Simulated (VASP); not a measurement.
# LiH (rock salt type) (Fm-3m) in VASP: a series of runs

The runs below take LiH (rock salt type) through single point, with HSE06.

Program: VASP 6.6.1. These are calculated values, not measurements. Logs are shortened: lines on timing, memory, paths and dates and some standing lists are left out, and cuts for length are marked.

## 1. The cell of the first run

The structure is cubic, space group Fm-3m (No. 225). Conventional cell: a = 3.910 Å, b = 3.910 Å, c = 3.910 Å, α = 90.00°, β = 90.00°, γ = 90.00°. Li (site symmetry m-3m) has 6 H at 1.95 Å within 2.6 Å. Within 2.6 Å of H (site symmetry m-3m) lie 6 Li at 1.95 Å.

## 2. Single point, HSE06

File POSCAR:

```
LiH
1.0
    0.0000000000      1.9549035407      1.9549035407
    1.9549035407      0.0000000000      1.9549035407
    1.9549035407      1.9549035407      0.0000000000
Li H
1 1
Direct
    0.0000000000      0.0000000000      0.0000000000
    0.5000000000      0.5000000000      0.5000000000
```

File INCAR.step1:

```
PREC = Accurate
ENCUT = 520
EDIFF = 1E-5
ISMEAR = -1
SIGMA = 0.05
LREAL = False
LASPH = True
NELM = 60
ALGO = Normal
ISIF = 2
LWAVE = True
LCHARG = False
GGA = PE
NBANDS = 9
```

File INCAR.step2:

```
PREC = Accurate
ENCUT = 520
EDIFF = 1E-6
ISMEAR = -1
SIGMA = 0.05
LREAL = False
LASPH = True
NELM = 60
ALGO = Normal
ISIF = 2
LWAVE = False
LCHARG = False
GGA = PE
LHFCALC = True
HFSCREEN = 0.2079
PRECFOCK = Normal
ISTART = 1
NBANDS = 9
```

File KPOINTS:

```
regular mesh
0
Gamma
  4 4 4
```

Potentials or basis: VASP PAW PBE potentials, release 64 (Li_sv, H).

On the command line:

```bash
> cat potpaw_PBE.64/Li_sv/POTCAR potpaw_PBE.64/H/POTCAR > POTCAR
> cp INCAR.step1 INCAR
> mpirun -np 1 vasp_std > vasp.out
> cp INCAR.step2 INCAR
> mpirun -np 1 vasp_std > vasp.out
```

OUTCAR:

```text
PREC = Accurate
   ENCUT = 520
   EDIFF = 1E-6
   ISMEAR = -1
   LREAL = False
   LASPH = True
   NELM = 60
   ISIF = 2
   GGA = PE
   LHFCALC = True
   HFSCREEN = 0.2079
   PRECFOCK = Normal
   ISTART = 1

 ion  position               nearest neighbor table
   1  0.000  0.000  0.000-
   2  0.500  0.500  0.500-

  LATTYP: Found a face centered cubic cell.
 ALAT       =     3.9098070814

  Lattice vectors:

 A1 = (   0.0000000000,   1.9549035407,   1.9549035407)
 A2 = (   1.9549035407,   0.0000000000,   1.9549035407)
 A3 = (   1.9549035407,   1.9549035407,   0.0000000000)

Analysis of symmetry for initial positions (statically):
=====================================================================
 Subroutine PRICEL returns:
 Original cell was already a primitive cell.

 Routine SETGRP: Setting up the symmetry group for a
 face centered cubic supercell.

 Subroutine GETGRP returns: Found 48 space group operations
 (whereof 48 operations were pure point group operations)
 out of a pool of 48 trial point group operations.

The static configuration has the point symmetry O_h .

Analysis of symmetry for dynamics (positions and initial velocities):
=====================================================================
 Subroutine PRICEL returns:
 Original cell was already a primitive cell.

 Routine SETGRP: Setting up the symmetry group for a
 face centered cubic supercell.

 Subroutine GETGRP returns: Found 48 space group operations
 (whereof 48 operations were pure point group operations)
 out of a pool of 48 trial point group operations.

The dynamic configuration has the point symmetry O_h .

 Subroutine INISYM returns: Found 48 space group operations
 (whereof 48 operations are pure point group operations),
 and found     1 'primitive' translations

----------------------------------------------------------------------------------------

                                     Primitive cell

  volume of cell :      14.9419

  direct lattice vectors                    reciprocal lattice vectors
     0.000000000  1.954903541  1.954903541    -0.255767095  0.255767095  0.255767095
     1.954903541  0.000000000  1.954903541     0.255767095 -0.255767095  0.255767095
     1.954903541  1.954903541  0.000000000     0.255767095  0.255767095 -0.255767095

  length of vectors
     2.764651100  2.764651100  2.764651100     0.443001604  0.443001604  0.443001604

  position of ions in fractional coordinates (direct lattice)
     0.000000000  0.000000000  0.000000000
     0.500000000  0.500000000  0.500000000

  ion indices of the primitive-cell ions
   primitive index   ion index
                 1           1
                 2           2

----------------------------------------------------------------------------------------

 KPOINTS: regular mesh

Automatic generation of k-mesh.
 Grid dimensions read from file:
 generate k-points for:    4    4    4

 Generating k-lattice:

  Cartesian coordinates                     Fractional coordinates (reciprocal lattice)
    -0.063941774  0.063941774  0.063941774     0.250000000  0.000000000  0.000000000
     0.063941774 -0.063941774  0.063941774     0.000000000  0.250000000  0.000000000
     0.063941774  0.063941774 -0.063941774     0.000000000  0.000000000  0.250000000

  Length of vectors
     0.110750401  0.110750401  0.110750401

  Shift w.r.t. Gamma in fractional coordinates (k-lattice)
     0.000000000  0.000000000  0.000000000

 Subroutine IBZKPT returns following result:
 ===========================================

 Found      8 irreducible k-points:

 Following reciprocal coordinates:
            Coordinates               Weight
  0.000000  0.000000  0.000000      1.000000
  0.250000  0.000000  0.000000      8.000000
  0.500000  0.000000  0.000000      4.000000
  0.250000  0.250000  0.000000      6.000000
  0.500000  0.250000  0.000000     24.000000
 -0.250000  0.250000  0.000000     12.000000
  0.500000  0.500000  0.000000      3.000000
 -0.250000  0.500000  0.250000      6.000000
   k-points           NKPTS =      8   k-points in BZ     NKDIM =     64   number of bands    NBANDS=      9
   number of dos      NEDOS =    301   number of ions     NIONS =      2
   total plane-waves  NPLWV =  13824
   dimension x,y,z NGX =    24 NGY =   24 NGZ =   24
   dimension x,y,z NGXF=    48 NGYF=   48 NGZF=   48
   ions per type =               1   1
   NGX,Y,Z   is equivalent  to a cutoff of  14.43, 14.43, 14.43 a.u.
   NGXF,Y,Z  is equivalent  to a cutoff of  28.86, 28.86, 28.86 a.u.
 SYSTEM =  unknown system
   PREC   = accura    normal or accurate (medium, high low for compatibility)
   ISTART =      1    job   : 0-new  1-cont  2-samecut
   ICHARG =      0    charge: 1-file 2-atom 10-const
   ISPIN  =      1    spin polarized calculation?
   LNONCOLLINEAR =      F non collinear calculations
   LSORBIT =      F    spin-orbit coupling
   LASPH  =      T    aspherical Exc in radial PAW
   ENCUT  =  520.0 eV  38.22 Ry    6.18 a.u.   5.14  5.14  5.14*2*pi/ulx,y,z
   NELM   =     60;   NELMIN=  2; NELMDL=  0     # of ELM steps
   EDIFF  = 0.1E-05   stopping-criterion for ELM
   LREAL  =      F    real-space projection
   EDIFFG = 0.1E-04   stopping-criterion for IOM
   NSW    =      0    number of steps for IOM
   IBRION =     -1    ionic relax: 0-MD 1-quasi-New 2-CG
   NFREE  =      0    steps in history (QN), initial steepest desc. (CG)
   ISIF   =      2    stress and relaxation
   ISYM   =      3    0-nonsym 1-usesym 2-fastsym
   POTIM  = 0.5000    time-step for ionic-motion
   TEBEG  =    0.0;   TEEND  =   0.0 temperature during run
   PSTRESS=    0.0 pullay stress
   NELECT =       4.0000    total number of electrons
   NUPDOWN=      -1.0000    fix difference up-down
   EMIN   =  10.00;   EMAX   =-10.00  energy-range for DOS
   EFERMI =   0.00;   METHOD = LEGACY
   ISMEAR =    -1;   SIGMA  =   0.05  broadening in eV -4-tet -1-fermi 0-gaus
   EFERMI_NEDOS =   21; number of points for ismear=-14 and -15
   IALGO  =     38    algorithm
   IMIX   =      1    mixing-type and parameters
     AMIX     =   0.40;   BMIX     =  1.00
     AMIX_MAG =   1.60;   BMIX_MAG =  1.00
  volume/ion in A,a.u.               =       7.47        50.42
  Fermi-wavevector in a.u.,A,eV,Ry     =   1.055098  1.993846 15.146440  1.113232
  Thomas-Fermi vector in A             =   2.190283
   LORBIT       =      0    0 simple, 1 ext, 2 COOP (PROOUT), +10 PAW based schemes
   GGA     = PE    functional components
   LHFCALC =     T    Hartree Fock is set to
   PRECFOCK=normal    Normal, Fast or Accurate (Low or Medium for compatibility)
   ENCUT4O =  -1.0   cutoff for four orbital integrals eV
   NKREDX  =     1    reduce k-point grid by
   NKREDY  =     1    reduce k-point grid by
   NKREDZ  =     1    reduce k-point grid by
   AEXX    =    0.2500 exact exchange contribution
   HFSCREEN=    0.2079 screening length (either q_TF or 0.3 A-1)
   HFSCREENC=   0.2079 screening length for correlation (either q_TF or 0.3 A-1)
   ENCUTFOCK=  -1.0 apply spherical cutoff to Coloumb kernel
   IVDW    =     0    specifies the selected vdW correction
   LEPSILON=     F    determine dielectric tensor
   LRPA    =     F    only Hartree local field effects (RPA)
 non-spin polarized calculation
  energy-cutoff  :      520.00
  volume of cell :       14.94
 maximum number of plane-waves:       415
 NGX is ok and might be reduce to    24
  NGX = 16; NGY = 16; NGZ = 16

 number of electron       4.0000002 magnetization

 Free energy of the ion-electron system (eV)
  ---------------------------------------------------
  ext. energy  EPLUGINS =         0.00000000
  ---------------------------------------------------
  free energy    TOTEN  =        -6.76767806 eV

  energy without entropy =       -6.76767806  energy(sigma->0) =       -6.76767806

 E-fermi :   0.8942     XC(G=0):  -7.3082

 val. band max:       -0.2544832743   @ k =   0.5000   0.5000   0.0000
 cond. band min:       3.7028318878   @ k =   0.5000   0.5000   0.0000
 fundamental gap:      3.9573151621
 Fermi energy:         0.8942319971

 k-point     1 :       0.0000    0.0000    0.0000
  band No.  band energies     occupation
      1     -47.4786      2.00000
      2      -6.6246      2.00000
      3      18.7614      0.00000
      4      20.0276      0.00000
      5      20.0276      0.00000
      6      20.0277      0.00000
      7      24.7964      0.00000
      8      24.7964      0.00000
      9      24.7964      0.00000

 k-point     2 :       0.2500    0.0000    0.0000
  band No.  band energies     occupation
      1     -47.4450      2.00000
      2      -5.3696      2.00000
      3      11.2461      0.00000
      4      17.2856      0.00000
      5      18.6401      0.00000
      6      18.6401      0.00000
      7      24.4730      0.00000
      8      24.4730      0.00000
      9      25.9355      0.00000

 k-point     3 :       0.5000    0.0000    0.0000
  band No.  band energies     occupation
      1     -47.4113      2.00000
      2      -3.3482      2.00000
      3       5.9340      0.00000
      4      15.7241      0.00000
      5      18.4929      0.00000
      6      18.4930      0.00000
      7      21.1755      0.00000
      8      21.1756      0.00000
      9      30.1453      0.00000

 k-point     4 :       0.2500    0.2500    0.0000
  band No.  band energies     occupation
      1     -47.4353      2.00000
      2      -4.8087      2.00000
      3      12.1498      0.00000
      4      14.7389      0.00000
      5      14.7389      0.00000
      6      18.0334      0.00000
      7      20.0455      0.00000
      8      29.6647      0.00000
      9      32.6163      0.00000

 k-point     5 :       0.5000    0.2500    0.0000
  band No.  band energies     occupation
      1     -47.4028      2.00000
      2      -2.2609      2.00000
      3       6.4674      0.00000
      4      10.3180      0.00000
      5      14.1639      0.00000
      6      18.4993      0.00000
      7      23.7881      0.00000
      8      28.9403      0.00000
      9      31.0974      0.00000

 k-point     6 :      -0.2500    0.2500    0.0000
  band No.  band energies     occupation
      1     -47.4128      2.00000
      2      -3.3674      2.00000
      3       8.7289      0.00000
      4       9.7544      0.00000
      5      17.1403      0.00000
      6      17.9683      0.00000
      7      25.6660      0.00000
      8      27.9480      0.00000
      9      29.7909      0.00000

 k-point     7 :       0.5000    0.5000    0.0000
  band No.  band energies     occupation
      1     -47.3939      2.00000
      2      -0.2545      2.00000
      3       3.7028      0.00000
      4      12.3362      0.00000
      5      12.3362      0.00000
      6      15.5462      0.00000
      7      19.8504      0.00000
      8      37.9684      0.00000
      9      37.9685      0.00000

 k-point     8 :      -0.2500    0.5000    0.2500
  band No.  band energies     occupation
      1     -47.3929      2.00000
      2      -0.5274      2.00000
      3       6.2291      0.00000
      4       6.2291      0.00000
      5      13.5992      0.00000
      6      19.9150      0.00000
      7      26.4167      0.00000
      8      26.4167      0.00000
      9      31.0759      0.00000

------------------------ aborting loop because EDIFF is reached ----------------------------------------

  FORCE on cell =-STRESS in cart. coord.  units (eV):
  Direction    XX          YY          ZZ          XY          YZ          ZX
  --------------------------------------------------------------------------------------
  -------------------------------------------------------------------------------------
  Total        0.2371976      0.2371976      0.2371976      0.0000000      0.0000000      0.0000000
  in kB       25.4340098     25.4340098     25.4340098      0.0000000      0.0000000      0.0000000
  external PRESSURE =      25.4340098 kB  Pullay stress =       0.0000000 kB

 VOLUME and BASIS-vectors are now :
 -----------------------------------------------------------------------------
  energy-cutoff  :      520.00
  volume of cell :       14.94
      direct lattice vectors                 reciprocal lattice vectors
     0.000000000  1.954903541  1.954903541    -0.255767095  0.255767095  0.255767095
     1.954903541  0.000000000  1.954903541     0.255767095 -0.255767095  0.255767095
     1.954903541  1.954903541  0.000000000     0.255767095  0.255767095 -0.255767095

 POSITION                                       TOTAL-FORCE (eV/Angst)
 -----------------------------------------------------------------------------------
      0.00000      0.00000      0.00000        -0.000000     -0.000000      0.000000
      1.95490      1.95490      1.95490         0.000000      0.000000     -0.000000
 -----------------------------------------------------------------------------------
    total drift:                                0.000000      0.000000      0.000000

  FREE ENERGIE OF THE ION-ELECTRON SYSTEM (eV)
  ---------------------------------------------------
  free  energy   TOTEN  =        -6.7676780575 eV

  energy  without entropy=       -6.7676780575  energy(sigma->0) =       -6.76767806
```

It took 11 s on 1 thread of Intel Xeon Platinum 8375C at 2.90GHz (Ice Lake), shared host; peak memory 0.23 GiB.

Results:

| Quantity | Value |
| --- | --- |
| Free energy | -6.7677 eV |
| Band gap on the k mesh | 3.96 eV |

Levels at points of the mesh, in eV from the valence-band top:
```tsv
k point	band 1	band 2	band 3	band 4	band 5	band 6
(0.00, 0.00, 0.00)	-47.22	-6.37	19.02	20.28	20.28	20.28
(0.50, 0.00, 0.00)	-47.16	-3.09	6.19	15.98	18.75	18.75
(0.50, 0.50, 0.00)	-47.14	0.00	3.96	12.59	12.59	15.80
```

Caveat: the k points lie up to 0.70 Å⁻¹ apart; the cutoff is under 1.25 times the usual one of these potentials, so pressure, stress and relaxed cells hold a basis-set (Pulay) error; the PAW data sets were made with another functional, which shifts forces and pressure a little.

## 3. Single point, HSE06

This run uses another cell than the first one, of 7.71 Å³/atom.

File POSCAR:

```
LiH
1.0
    0.0000000000      1.9759256207      1.9759256207
    1.9759256207      0.0000000000      1.9759256207
    1.9759256207      1.9759256207      0.0000000000
Li H
1 1
Direct
    0.0000000000      0.0000000000      0.0000000000
    0.5000000000      0.5000000000      0.5000000000
```

File INCAR.step1:

```
  PREC = Accurate
  ENCUT = 520
  EDIFF = 1E-5
  ISMEAR = -1
  SIGMA = 0.05
  LREAL = F
  LASPH = T
  NELM = 60
  ALGO = Normal
  ISIF = 2
  LWAVE = T
  LCHARG = F
  GGA = PE
  NBANDS = 9
```

File INCAR.step2:

```
  PREC = Accurate
  ENCUT = 520
  EDIFF = 1E-6
  ISMEAR = -1
  SIGMA = 0.05
  LREAL = F
  LASPH = T
  NELM = 60
  ALGO = Normal
  ISIF = 2
  LWAVE = F
  LCHARG = F
  GGA = PE
  LHFCALC = T
  HFSCREEN = 0.2079
  PRECFOCK = Normal
  ISTART = 1
  NBANDS = 9
```

File KPOINTS:

```
Automatic mesh
0
Gamma
  4 4 4
```

Potentials or basis: VASP PAW PBE potentials, release 64 (Li_sv, H).

On the command line:

```bash
> cat potpaw_PBE.64/Li_sv/POTCAR potpaw_PBE.64/H/POTCAR > POTCAR
> cp INCAR.step1 INCAR
> mpirun -np 1 vasp_std > vasp.out
> cp INCAR.step2 INCAR
> mpirun -np 1 vasp_std > vasp.out
```

Run time: 18 s. Hardware: 1 thread of Intel Xeon Platinum 8375C at 2.90GHz (Ice Lake), shared host; peak memory 0.22 GiB.

Results (log left out):

| Property | Result |
| --- | --- |
| Free energy | -6.7740 eV |
| Band gap on the k mesh | 3.98 eV |

Levels at points of the mesh, in eV from the valence-band top:
```tsv
k point	band 1	band 2	band 3	band 4	band 5	band 6
(0.00, 0.00, 0.00)	-47.25	-6.23	18.56	19.93	19.93	19.93
(0.50, 0.00, 0.00)	-47.19	-2.99	6.10	15.67	18.43	18.43
(0.50, 0.50, 0.00)	-47.17	0.00	3.98	12.42	12.42	15.58
```

Caveat: the k points lie up to 0.69 Å⁻¹ apart; the cutoff is under 1.25 times the usual one of these potentials, so pressure, stress and relaxed cells hold a basis-set (Pulay) error; the PAW data sets were made with another functional, which shifts forces and pressure a little. A k mesh can miss the band edges.

(Part 1 of 2 ends here.)
